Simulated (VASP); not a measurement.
# ZnS (F-43m) in VASP: notebook

The runs below take ZnS through electric field gradients, dielectric tensor, with PBE.

All numbers are computed with VASP 6.6.1; they aren't measurements. Logs are shortened: lines on timing, memory, paths and dates and some standing lists are left out, and cuts for length are marked.

### Step 1. The cell of the first run

The structure is cubic, space group F-43m (No. 216). Conventional cell: a = 5.404 Å, b = 5.404 Å, c = 5.404 Å, α = 90.00°, β = 90.00°, γ = 90.00°. Within 3.1 Å of Zn (site symmetry -43m) lie 4 S at 2.34 Å. S (site symmetry -43m) has 4 Zn at 2.34 Å within 3.1 Å.

### Step 2. Electric field gradients, PBE

File INCAR:

```
SYSTEM = ZnS
PREC = Accurate ; ENCUT = 520
EDIFF = 1E-8 ; ISMEAR = -4
SIGMA = 0.1 ; LREAL = .FALSE.
LASPH = .TRUE. ; NELM = 100
ALGO = Normal ; ISIF = 2
LWAVE = .FALSE. ; LCHARG = .FALSE.
GGA = PE ; LEFG = .TRUE.
NBANDS = 16
```

File KPOINTS:

```
Automatic mesh
0
G
  9 9 9
  0 0 0
```

File POSCAR:

```
ZnS
1.0
    0.0000000000      2.7020000000      2.7020000000
    2.7020000000      0.0000000000      2.7020000000
    2.7020000000      2.7020000000      0.0000000000
Zn S
1 1
Direct
    0.2500000000      0.2500000000      0.2500000000
    0.0000000000      0.0000000000      0.0000000000
```

Potentials or basis: VASP PAW PBE potentials, release 64 (Zn, S).

Command:

```bash
$ cat potpaw_PBE.64/Zn/POTCAR potpaw_PBE.64/S/POTCAR > POTCAR
$ mpirun -np 1 vasp_std > vasp.out
```

OUTCAR:

```text
SYSTEM = ZnS
   PREC = Accurate
   ENCUT = 520
   EDIFF = 1E-8
   ISMEAR = -4
   LREAL = .FALSE.
   LASPH = .TRUE.
   NELM = 100
   ISIF = 2
   GGA = PE

 ion  position               nearest neighbor table
   1  0.250  0.250  0.250-   2 2.34   2 2.34   2 2.34   2 2.34
   2  0.000  0.000  0.000-   1 2.34   1 2.34   1 2.34   1 2.34

  LATTYP: Found a face centered cubic cell.
 ALAT       =     5.4040000000

  Lattice vectors:

 A1 = (   0.0000000000,   2.7020000000,   2.7020000000)
 A2 = (   2.7020000000,   0.0000000000,   2.7020000000)
 A3 = (   2.7020000000,   2.7020000000,   0.0000000000)

Analysis of symmetry for initial positions (statically):
=====================================================================
 Subroutine PRICEL returns:
 Original cell was already a primitive cell.

 Routine SETGRP: Setting up the symmetry group for a
 face centered cubic supercell.

 Subroutine GETGRP returns: Found 24 space group operations
 (whereof 24 operations were pure point group operations)
 out of a pool of 48 trial point group operations.

The static configuration has the point symmetry T_d .

Analysis of symmetry for dynamics (positions and initial velocities):
=====================================================================
 Subroutine PRICEL returns:
 Original cell was already a primitive cell.

 Routine SETGRP: Setting up the symmetry group for a
 face centered cubic supercell.

 Subroutine GETGRP returns: Found 24 space group operations
 (whereof 24 operations were pure point group operations)
 out of a pool of 48 trial point group operations.

The dynamic configuration has the point symmetry T_d .

 Subroutine INISYM returns: Found 24 space group operations
 (whereof 24 operations are pure point group operations),
 and found     1 'primitive' translations

----------------------------------------------------------------------------------------

                                     Primitive cell

  volume of cell :      39.4535

  direct lattice vectors                    reciprocal lattice vectors
     0.000000000  2.702000000  2.702000000    -0.185048113  0.185048113  0.185048113
     2.702000000  0.000000000  2.702000000     0.185048113 -0.185048113  0.185048113
     2.702000000  2.702000000  0.000000000     0.185048113  0.185048113 -0.185048113

  length of vectors
     3.821205046  3.821205046  3.821205046     0.320512733  0.320512733  0.320512733

  position of ions in fractional coordinates (direct lattice)
     0.250000000  0.250000000  0.250000000
     0.000000000  0.000000000  0.000000000

  ion indices of the primitive-cell ions
   primitive index   ion index
                 1           1
                 2           2

----------------------------------------------------------------------------------------

 KPOINTS: Automatic mesh

Automatic generation of k-mesh.
 Grid dimensions read from file:
 generate k-points for:    9    9    9

 Generating k-lattice:

  Cartesian coordinates                     Fractional coordinates (reciprocal lattice)
    -0.020560901  0.020560901  0.020560901     0.111111111  0.000000000  0.000000000
     0.020560901 -0.020560901  0.020560901     0.000000000  0.111111111  0.000000000
     0.020560901  0.020560901 -0.020560901     0.000000000  0.000000000  0.111111111

  Length of vectors
     0.035612526  0.035612526  0.035612526

  Shift w.r.t. Gamma in fractional coordinates (k-lattice)
     0.000000000  0.000000000  0.000000000

 TETIRR: Found    115 inequivalent tetrahedra from     4374

 Subroutine IBZKPT returns following result:
 ===========================================

 Found     35 irreducible k-points:

 Following reciprocal coordinates:
            Coordinates               Weight
  0.000000  0.000000  0.000000      1.000000
  0.111111  0.000000  0.000000      8.000000
  0.222222  0.000000  0.000000      8.000000
  0.333333  0.000000  0.000000      8.000000
  0.444444  0.000000  0.000000      8.000000
  0.111111  0.111111  0.000000      6.000000
[... 16 lines left out ...]
 -0.333333  0.333333  0.000000     12.000000
  0.444444  0.444444  0.000000      6.000000
 [... further k-points ...]
   k-points           NKPTS =     35   k-points in BZ     NKDIM =     35   number of bands    NBANDS=     16
   number of dos      NEDOS =    301   number of ions     NIONS =      2
   total plane-waves  NPLWV =  21952
   dimension x,y,z NGX =    28 NGY =   28 NGZ =   28
   dimension x,y,z NGXF=    56 NGYF=   56 NGZF=   56
   ions per type =               1   1
   NGX,Y,Z   is equivalent  to a cutoff of  12.18, 12.18, 12.18 a.u.
   NGXF,Y,Z  is equivalent  to a cutoff of  24.36, 24.36, 24.36 a.u.
 SYSTEM =  ZnS
   PREC   = accura    normal or accurate (medium, high low for compatibility)
   ISTART =      0    job   : 0-new  1-cont  2-samecut
   ICHARG =      2    charge: 1-file 2-atom 10-const
   ISPIN  =      1    spin polarized calculation?
   LNONCOLLINEAR =      F non collinear calculations
   LSORBIT =      F    spin-orbit coupling
   LASPH  =      T    aspherical Exc in radial PAW
   ENCUT  =  520.0 eV  38.22 Ry    6.18 a.u.   7.10  7.10  7.10*2*pi/ulx,y,z
   NELM   =    100;   NELMIN=  2; NELMDL= -5     # of ELM steps
   EDIFF  = 0.1E-07   stopping-criterion for ELM
   LREAL  =      F    real-space projection
   EDIFFG = 0.1E-06   stopping-criterion for IOM
   NSW    =      0    number of steps for IOM
   IBRION =     -1    ionic relax: 0-MD 1-quasi-New 2-CG
   NFREE  =      0    steps in history (QN), initial steepest desc. (CG)
   ISIF   =      2    stress and relaxation
   ISYM   =      2    0-nonsym 1-usesym 2-fastsym
   POTIM  = 0.5000    time-step for ionic-motion
   TEBEG  =    0.0;   TEEND  =   0.0 temperature during run
   PSTRESS=    0.0 pullay stress
   NELECT =      18.0000    total number of electrons
   NUPDOWN=      -1.0000    fix difference up-down
   EMIN   =  10.00;   EMAX   =-10.00  energy-range for DOS
   EFERMI =   0.00;   METHOD = LEGACY
   ISMEAR =    -4;   SIGMA  =   0.10  broadening in eV -4-tet -1-fermi 0-gaus
   EFERMI_NEDOS =   21; number of points for ismear=-14 and -15
   IALGO  =     38    algorithm
   IMIX   =      4    mixing-type and parameters
     AMIX     =   0.40;   BMIX     =  1.00
     AMIX_MAG =   1.60;   BMIX_MAG =  1.00
  volume/ion in A,a.u.               =      19.73       133.12
  Fermi-wavevector in a.u.,A,eV,Ry     =   1.260290  2.381602 21.610537  1.588330
  Thomas-Fermi vector in A             =   2.393807
   LORBIT       =      0    0 simple, 1 ext, 2 COOP (PROOUT), +10 PAW based schemes
   GGA     = PE    functional components
   LHFCALC =     F    Hartree Fock is set to
   AEXX    =    0.0000 exact exchange contribution
   IVDW    =     0    specifies the selected vdW correction
   LEPSILON=     F    determine dielectric tensor
   LRPA    =     F    only Hartree local field effects (RPA)
 non-spin polarized calculation
 Fermi weights with tetrahedron method witout Bloechl corrections
  energy-cutoff  :      520.00
  volume of cell :       39.45
 maximum number of plane-waves:      1073
   NGX = 15   NGY = 15   NGZ = 15

 number of electron      18.0000000 magnetization

 Free energy of the ion-electron system (eV)
  ---------------------------------------------------
  ext. energy  EPLUGINS =         0.00000000
  ---------------------------------------------------
  free energy    TOTEN  =        -6.84725773 eV

  energy without entropy =       -6.84725773  energy(sigma->0) =       -6.84725773

 E-fermi :   2.1193     XC(G=0):  -9.6300

 val. band max:        2.1065534474   @ k =   0.0000   0.0000   0.0000
 cond. band min:       4.2212185374   @ k =   0.0000   0.0000   0.0000
 fundamental gap:      2.1146650899
 Fermi energy:         2.1193222404

 k-point     1 :       0.0000    0.0000    0.0000
  band No.  band energies     occupation
      1     -11.0337      2.00000
      2      -4.2320      2.00000
      3      -4.2320      2.00000
      4      -4.2320      2.00000
      5      -3.7338      2.00000
      6      -3.7338      2.00000
[... 8 lines left out ...]
     15      13.8696      0.00000
     16      13.9781      0.00000

 k-point     2 :       0.1111    0.0000    0.0000
  band No.  band energies     occupation
      1     -10.9408      2.00000
      2      -4.2317      2.00000
      3      -4.2152      2.00000
      4      -4.2152      2.00000
      5      -3.7352      2.00000
      6      -3.7352      2.00000
[... 8 lines left out ...]
     15      13.3594      0.00000
     16      14.6645      0.00000

 k-point     3 :       0.2222    0.0000    0.0000
  band No.  band energies     occupation
      1     -10.6903      2.00000
      2      -4.2032      2.00000
      3      -4.1755      2.00000
      4      -4.1755      2.00000
      5      -3.7341      2.00000
      6      -3.7341      2.00000
[... 8 lines left out ...]
     15      13.0127      0.00000
     16      14.4908      0.00000

 k-point     4 :       0.3333    0.0000    0.0000
  band No.  band energies     occupation
      1     -10.3722      2.00000
      2      -4.1380      2.00000
      3      -4.1380      2.00000
      4      -4.0675      2.00000
      5      -3.7219      2.00000
      6      -3.7219      2.00000
[... 8 lines left out ...]
     15      13.6934      0.00000
     16      13.9753      0.00000

 k-point     5 :       0.4444    0.0000    0.0000
  band No.  band energies     occupation
      1     -10.1403      2.00000
      2      -4.1192      2.00000
      3      -4.1192      2.00000
      4      -3.7157      2.00000
      5      -3.7061      2.00000
      6      -3.7061      2.00000
[... 8 lines left out ...]
     15      15.1050      0.00000
     16      15.1050      0.00000

 k-point     6 :       0.1111    0.1111    0.0000
  band No.  band energies     occupation
      1     -10.9099      2.00000
      2      -4.2480      2.00000
      3      -4.2011      2.00000
      4      -4.2011      2.00000
      5      -3.7471      2.00000
      6      -3.7250      2.00000
[... 8 lines left out ...]
     15      14.0290      0.00000
     16      15.0295      0.00000
[... 267 lines left out ...]
 k-point    21 :       0.4444    0.3333    0.0000
  band No.  band energies     occupation
      1      -9.9544      2.00000
      2      -4.2345      2.00000
      3      -3.9532      2.00000
      4      -3.9397      2.00000
      5      -3.6726      2.00000
      6      -3.6452      2.00000
[... 8 lines left out ...]
     15      15.7672      0.00000
     16      17.4151      0.00000

 k-point    22 :      -0.4444    0.3333    0.0000
  band No.  band energies     occupation
      1      -9.8415      2.00000
      2      -4.1620      2.00000
      3      -3.9513      2.00000
      4      -3.8665      2.00000
      5      -3.6897      2.00000
      6      -3.4482      2.00000
[... 8 lines left out ...]
     15      15.1360      0.00000
     16      17.3226      0.00000

 k-point    23 :      -0.3333    0.3333    0.0000
  band No.  band energies     occupation
      1      -9.8732      2.00000
      2      -4.1229      2.00000
      3      -3.9897      2.00000
      4      -3.7922      2.00000
      5      -3.7187      2.00000
      6      -3.4549      2.00000
[... 8 lines left out ...]
     15      13.8023      0.00000
     16      18.6260      0.00000

 k-point    24 :       0.4444    0.4444    0.0000
  band No.  band energies     occupation
      1      -9.8397      2.00000
      2      -4.2617      2.00000
      3      -3.9030      2.00000
      4      -3.9030      2.00000
      5      -3.6606      2.00000
      6      -3.5769      2.00000
[... 8 lines left out ...]
     15      15.7283      0.00000
     16      17.1418      0.00000

 [... further k-points ...]
[... 5 lines left out ...]
  --------------------------------------------------------------------------------------
  -------------------------------------------------------------------------------------
  Total        0.4341507      0.4341507      0.4341507      0.0000000      0.0000000      0.0000000
  in kB       17.6305156     17.6305156     17.6305156      0.0000000      0.0000000      0.0000000
  external PRESSURE =      17.6305156 kB  Pullay stress =       0.0000000 kB

 VOLUME and BASIS-vectors are now :
 -----------------------------------------------------------------------------
  energy-cutoff  :      520.00
  volume of cell :       39.45
      direct lattice vectors                 reciprocal lattice vectors
     0.000000000  2.702000000  2.702000000    -0.185048113  0.185048113  0.185048113
     2.702000000  0.000000000  2.702000000     0.185048113 -0.185048113  0.185048113
     2.702000000  2.702000000  0.000000000     0.185048113  0.185048113 -0.185048113

 POSITION                                       TOTAL-FORCE (eV/Angst)
 -----------------------------------------------------------------------------------
      1.35100      1.35100      1.35100        -0.000000     -0.000000      0.000000
      0.00000      0.00000      0.00000         0.000000      0.000000     -0.000000
 -----------------------------------------------------------------------------------
    total drift:                               -0.000001     -0.000001     -0.000001

  FREE ENERGIE OF THE ION-ELECTRON SYSTEM (eV)
  ---------------------------------------------------
  free  energy   TOTEN  =        -6.8472577346 eV

  energy  without entropy=       -6.8472577346  energy(sigma->0) =       -6.84725773

 Electric field gradients (V/A^2)
---------------------------------------------------------------------
 ion       V_xx      V_yy      V_zz      V_xy      V_xz      V_yz
---------------------------------------------------------------------
   1       0.000    -0.000     0.000    -0.003    -0.003    -0.003
   2       0.000    -0.000     0.000    -0.000    -0.000    -0.000
---------------------------------------------------------------------

 Electric field gradients after diagonalization (V/A^2)
 (convention: |V_zz| > |V_xx| > |V_yy|)
----------------------------------------------------------------------
 ion       V_xx      V_yy      V_zz     asymmetry (V_yy - V_xx)/ V_zz
----------------------------------------------------------------------
   1       0.003     0.003    -0.006       0.000
   2       0.000     0.000    -0.000       0.000
----------------------------------------------------------------------

           NMR quadrupolar parameters

 Cq : quadrupolar parameter    Cq=e*Q*V_zz/h
 eta: asymmetry parameters     (V_yy - V_xx)/ V_zz
 Q  : nuclear electric quadrupole moment in mb (millibarn)
----------------------------------------------------------------------
 ion       Cq(MHz)       eta       Q (mb)
----------------------------------------------------------------------
   1      -0.000       0.000       1.000
   2      -0.000       0.000       1.000
----------------------------------------------------------------------
```

It took 13 s on 1 thread of Intel Xeon Platinum 8559C (Emerald Rapids), shared host; peak memory 0.16 GiB.

Results:

| Item | Value |
| --- | --- |
| Free energy | -6.8473 eV |
| Pressure | 1.8 GPa |
| Band gap on the k mesh | 2.11 eV, direct |

Caveat: without QUAD_EFG the Cq values of the log hold for a quadrupole moment of 1 mb, not for the nuclei.

### Step 3. Dielectric tensor, PBE

File INCAR:

```
PREC = Accurate
ENCUT = 520
EDIFF = 1E-8
ISMEAR = 0
SIGMA = 0.01
LREAL = False
LASPH = True
NELM = 60
ALGO = Normal
ISIF = 2
LWAVE = False
LCHARG = False
GGA = PE
LEPSILON = True
```

File KPOINTS:

```
regular mesh
0
Gamma
  9 9 9
```

POSCAR is that of step 2.

Potentials or basis: VASP PAW PBE potentials, release 64 (Zn, S).

Command:

```bash
$ cat potpaw_PBE.64/Zn/POTCAR potpaw_PBE.64/S/POTCAR > POTCAR
$ mpirun -np 1 vasp_std > vasp.out
```

OUTCAR:

```text
PREC = Accurate
   ENCUT = 520
   EDIFF = 1E-8
   ISMEAR = 0
   LREAL = False
   LASPH = True
   NELM = 60
   ISIF = 2
   GGA = PE
   LEPSILON = True

 ion  position               nearest neighbor table
   1  0.250  0.250  0.250-   2 2.34   2 2.34   2 2.34   2 2.34
   2  0.000  0.000  0.000-   1 2.34   1 2.34   1 2.34   1 2.34

  LATTYP: Found a face centered cubic cell.
 ALAT       =     5.4040000000

  Lattice vectors:

 A1 = (   0.0000000000,   2.7020000000,   2.7020000000)
 A2 = (   2.7020000000,   0.0000000000,   2.7020000000)
 A3 = (   2.7020000000,   2.7020000000,   0.0000000000)

Analysis of symmetry for initial positions (statically):
=====================================================================
[... 628 lines left out ...]
    -0.00046  0.67407  0.00000
     0.67407 -0.00046  0.00000
     0.00000  0.00000  0.00028

 MACROSCOPIC STATIC DIELECTRIC TENSOR (including local field effects in DFT)
 ------------------------------------------------------
           5.951733    -0.000000     0.000000
           0.000000     5.951733     0.000000
           0.000000    -0.000000     5.951733
 ------------------------------------------------------

 PIEZOELECTRIC TENSOR (including local field effects)  for field in x, y, z        (e  Angst)
          XX          YY          ZZ          XY          YZ          ZX
  --------------------------------------------------------------------------------
  x     0.00000    -0.00000    -0.00000     0.00000     1.67524     0.00000
  y     0.00000    -0.00000    -0.00000     0.00000     0.00000     1.67524
  z    -0.00000    -0.00000    -0.00000     1.67524     0.00000     0.00000

 PIEZOELECTRIC TENSOR (including local field effects)  for field in x, y, z        (C/m^2)
          XX          YY          ZZ          XY          YZ          ZX
  --------------------------------------------------------------------------------
  x     0.00000    -0.00000    -0.00000     0.00000     0.68030     0.00000
  y     0.00000    -0.00000    -0.00000     0.00000     0.00000     0.68030
  z    -0.00000    -0.00000    -0.00000     0.68030     0.00000     0.00000

 BORN EFFECTIVE CHARGES (including local field effects) (in |e|, cummulative output)
 ---------------------------------------------------------------------------------
 ion    1
    1     2.01043    -0.00000     0.00000
    2     0.00000     2.01043     0.00000
    3    -0.00000    -0.00000     2.01043
 ion    2
    1    -2.01043     0.00000    -0.00000
    2    -0.00000    -2.01043     0.00000
    3     0.00000     0.00000    -2.01043
```

OSZICAR:

```text
N       E                     dE             d eps       ncg     rms          rms(c)
DAV:   1     0.838945877765E+02    0.83895E+02   -0.87792E+03   910   0.163E+03
DAV:   2    -0.128883622638E+01   -0.85183E+02   -0.81025E+02   965   0.287E+02
DAV:   3    -0.720093243658E+01   -0.59121E+01   -0.58764E+01  1125   0.715E+01
DAV:   4    -0.727348066196E+01   -0.72548E-01   -0.72521E-01  1020   0.845E+00
[... 11 lines left out ...]
RMM:   8    -0.584462800219E+00   -0.11156E-03   -0.51724E-07  5947   0.111E-02    0.206E-03
RMM:   9    -0.584457710082E+00    0.50901E-05    0.38333E-07  5799   0.428E-03    0.552E-04
RMM:  10    -0.584466965100E+00   -0.92550E-05   -0.13641E-06  6004   0.104E-03    0.228E-04
RMM:  11    -0.584470491144E+00   -0.35260E-05    0.36040E-07  5491   0.396E-04    0.134E-04
RMM:  12    -0.584467717624E+00    0.27735E-05   -0.65294E-07  5156   0.257E-04    0.158E-05
RMM:  13    -0.584467773736E+00   -0.56112E-07   -0.75276E-08  3480   0.899E-05    0.568E-06
```

It took 3 min on 1 thread of Intel Xeon Platinum 8559C (Emerald Rapids), shared host; peak memory 0.3 GiB.

What came out:

| Item | Value |
| --- | --- |
| Band gap on the k mesh | 2.11 eV, direct |
| Electronic dielectric tensor (diagonal) | 5.95 |
| Born charges (mean of the diagonal) | Zn +2.01; S -2.01 e |

Electronic dielectric tensor:
```
5.95 0.00 0.00
0.00 5.95 0.00
0.00 0.00 5.95
```

Born effective charge tensors (e):
atom 1, Zn
```
2.01 0.00 0.00
0.00 2.01 0.00
0.00 0.00 2.01
```
atom 2, S
```
-2.01  0.00  0.00
 0.00 -2.01  0.00
 0.00  0.00 -2.01
```

(Continued in part 2 of 2.)
